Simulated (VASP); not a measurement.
Write the native input for VASP 6.6.1 that does the following.

```yaml
Task: electric field gradients
Functional: LDA
Potentials_or_basis: VASP PAW LDA potentials, release 64 (Ta_pv, N)
Cutoff: 520 eV
k_mesh: 5 × 5 × 8
Occupations: fermi-dirac, width 0.03 eV
Spin: no spin polarisation
Dipole_correction: no
Further_INCAR_settings: ALGO = Normal; EDIFF = 1e-08; NBANDS = 33
```

The structure of TaN lies in POSCAR:

```
TaN
1.0
    5.2866917255      0.0000000000      0.0000000000
   -2.6433458627      4.5784093362      0.0000000000
    0.0000000000      0.0000000000      2.9650340876
Ta N
3 3
Direct
    0.0000000000      0.0000000000      0.0000000000
    0.3333333333      0.6666666667      0.5000000000
    0.6666666667      0.3333333333      0.5000000000
    0.5000000000      0.0000000000      0.0000000000
    0.5000000000      0.5000000000      0.0000000000
    0.0000000000      0.5000000000      0.0000000000
```

The input as run:

INCAR

```
SYSTEM = TaN
ALGO = Normal ; EDIFF = 1E-8
ENCUT = 520 ; GGA = CA
ISIF = 2 ; ISMEAR = -1
LASPH = .True. ; LCHARG = .False.
LEFG = .True. ; LREAL = .False.
LWAVE = .False. ; NBANDS = 33
NELM = 100 ; PREC = Accurate
SIGMA = 0.03
```

KPOINTS

```
k-points
0
Gamma
  5 5 8
  0 0 0
```

Potentials or basis: VASP PAW LDA potentials, release 64 (Ta_pv, N).

Command:

```bash
$ cat potpaw_LDA.64/Ta_pv/POTCAR potpaw_LDA.64/N/POTCAR > POTCAR
$ mpirun -np 1 vasp_std > vasp.out
```

Results of the run:

```yaml
Pressure: -19.7 GPa
Band_gap_on_the_k_mesh: zero (bands 24 and 25 overlap by 1.95 eV)
Largest_electric_field_gradient_by_atom: Ta -335.9, -339.4 (each value once); N +31.0 V/Å²
```

Caveat: the cell stands under tension; without QUAD_EFG the Cq values of the log hold for a quadrupole moment of 1 mb, not for the nuclei; spin-orbit coupling is left out, which moves the levels of the heavy elements.

Run time: 29 s on 1 thread of Intel(R) Xeon(R) Platinum 8559C (Emerald Rapids) (shared host), peak memory 0.18 GiB.
